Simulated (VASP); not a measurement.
Runs of VASP 6.6.1 on In. The structure is that of space group Im-3m (No. 229), or close to it. The cells are those of the table. 

| cell | gap on the mesh (eV) | pressure (GPa) |
| --- | --- | --- |
| a = 3.270 Å, angles 109.5°, 1 atom | none | (a) |
| a = 3.139 Å, angles 109.5°, 1 atom | none | 4.4 |
| a = 3.093 Å, angles 109.5°, 1 atom | none | 7.6 |
| a = 3.227 Å, angles 109.5°, 1 atom | none | -0.2 |
| a = 3.311 Å, angles 109.5°, 1 atom | none | -2.9 |
| a = 3.184 Å, angles 109.5°, 1 atom | none | (b) |

Alike in all rows: task single point; level PBEsol; potentials or basis VASP PAW PBE potentials, release 64 (In_d); no spin polarisation; k mesh 13 × 13 × 13; cutoff (eV) 520; smearing fermi-dirac 0.1 eV.

Question: Fill in the values left out.

Answer: (a) -1.7; (b) 1.8.

Caveats: the PAW data sets were made with another functional, which shifts forces and pressure a little; spin-orbit coupling is left out, which moves the levels of the heavy elements.

A k mesh can miss the band edges, and the runs leave out spin-orbit coupling on In.

A gap of «none» marks levels without a gap at the run's occupations.
